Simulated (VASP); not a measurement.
Si2Ni:

```
Ni Si
1.0
     0.00000    2.70300    2.70300
     2.70300    0.00000    2.70300
     2.70300    2.70300    0.00000
Ni Si
1 2
Direct
  0.00000 0.00000 0.00000
  0.75000 0.75000 0.75000
  0.25000 0.25000 0.25000
```

* Program: VASP 6.6.1
* Task: relaxation of cell and atoms
* Functional: PBE
* Potentials or basis: VASP PAW PBE potentials, release 64 (Ni, Si)
* Cutoff: 600 eV
* k mesh: 9 × 9 × 9
* Occupations: fermi-dirac, width 0.05 eV
* Spin: collinear spin, ferromagnetic start
* Starting moments: [1.0, 0.0, 0.0] μB

At the start: pressure 3.7 GPa; volume 13.17 Å³/atom.

How do energy, volume and symmetry change on relaxing?

Over 3 steps the energy falls by 3.8 meV/atom and the volume is 13.50 Å³/atom (+2.5 %); space group Fm-3m (No. 225, to 0.05 Å); moment 0.00 μB per cell.

Step by step:
| step | energy change (eV) | largest force (eV/Å) | pressure (GPa) | volume (Å³) |
| --- | --- | --- | --- | --- |
| 1 | 0.0000 | 0.0000 | 3.69 | 39.50 |
| 2 | -0.0052 | 0.0000 | -2.68 | 41.26 |
| 3 | -0.0114 | 0.0000 | 0.05 | 40.50 |

Final structure:
```
Ni Si
1.0
     0.00000    2.72575    2.72575
     2.72575    0.00000    2.72575
     2.72575    2.72575    0.00000
Ni Si
1 2
Direct
  0.00000 0.00000 0.00000
  0.75000 0.75000 0.75000
  0.25000 0.25000 0.25000
```
